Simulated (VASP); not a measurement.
Wanted: the native input for a VASP 6.6.1 run.

| Item | Value |
| --- | --- |
| Task | relaxation of cell and atoms |
| Functional | PBE |
| Potentials or basis | VASP PAW PBE potentials, release 64 (C) |
| Cutoff | 600 eV |
| k mesh | 23 × 23 × 23 |
| Occupations | fermi-dirac, width 0.08 eV |
| Spin | no spin polarisation |
| Target pressure | 190 GPa |
| Dipole correction | no |
| Further INCAR settings | ALGO = Normal; EDIFF = 1e-06; IBRION = 2; EDIFFG = -0.005; NSW = 60; ISIF = 3 |

The structure of C lies in POSCAR:

```
C
1.0
    1.6590698590      0.0000000000      0.0000000000
    0.0000000000      1.6590698590      0.0000000000
    0.0000000000      0.0000000000      1.6590698590
C
1
Direct
    0.0000000000      0.0000000000      0.0000000000
```

The input as run:

INCAR

```
PREC = Accurate ; ENCUT = 600
EDIFF = 1E-6 ; ISMEAR = -1
SIGMA = 0.08 ; LREAL = False
LASPH = True ; NELM = 100
ALGO = Normal ; ISIF = 3
LWAVE = False ; LCHARG = False
GGA = PE ; IBRION = 2
NSW = 60 ; EDIFFG = -0.005
PSTRESS = 1900.0
```

KPOINTS

```
regular mesh
0
Gamma
  23 23 23
```

Potentials or basis: VASP PAW PBE potentials, release 64 (C).

Launch:

```sh
$ cat potpaw_PBE.64/C/POTCAR > POTCAR
$ mpirun -np 1 vasp_std > vasp.out
```

Results of the run:

```json
{
 "Relaxed volume": "4.09 Å³/atom",
 "Relaxed cell": "a = 1.599 Å, b = 1.599 Å, c = 1.599 Å, α = 90.00°, β = 90.00°, γ = 90.00°",
 "Space group after relaxing (to 0.05 Å)": "Pm-3m (No. 221)",
 "Energy change on relaxing (the enthalpy is what falls)": "+418.3 meV/atom",
 "Ionic steps": "7",
 "Pressure after relaxing": "189.9 GPa",
 "Band gap on the k mesh": "zero (band 2 reaches 28.47 eV, above the bottom of band 3 at 14.91 eV)"
}
```

Caveat: the cell is relaxed towards a set pressure, so the enthalpy falls and the energy may rise.

Wall time 7.1 s on 1 thread of Intel(R) Xeon(R) 6975P-C (Granite Rapids), on a shared host, peak memory 0.11 GiB.
